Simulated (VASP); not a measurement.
# TlBr: single point with PBE

Crystal: TlBr.

```
Tl Br
1.0
     3.98000    0.00000    0.00000
     0.00000    3.98000    0.00000
     0.00000    0.00000    3.98000
Tl Br
1 1
Direct
  0.00000 0.00000 0.00000
  0.50000 0.50000 0.50000
```

```
Program             : VASP 6.6.1
Task                : single point
Functional          : PBE
Potentials or basis : VASP PAW PBE potentials, release 64 (Tl_d, Br)
Cutoff              : 500 eV
k mesh              : 3 × 3 × 3
Occupations         : gaussian, width 0.01 eV
Spin                : no spin polarisation
```

| Quantity | Value |
| --- | --- |
| Pressure | 1.1 GPa |
| Band gap on the k mesh | 3.64 eV, direct |

Levels at points of the mesh, in eV from the valence-band top:
| k point | band 6 | band 7 | band 8 | band 9 | band 10 | band 11 | band 12 | band 13 | band 14 | band 15 |
| --- | --- | --- | --- | --- | --- | --- | --- | --- | --- | --- |
| (0.00, 0.00, 0.00) | -9.35 | -4.06 | -0.71 | -0.71 | -0.71 | 7.61 | 7.61 | 7.82 | 7.82 | 7.82 |

It took 11 s on 1 thread of Intel Xeon 8259CL, on a shared host, peak memory 0.16 GiB.

Caveat: the k points lie up to 0.53 Å⁻¹ apart; spin-orbit coupling is left out, which moves the levels of the heavy elements. A k mesh can miss the band edges.
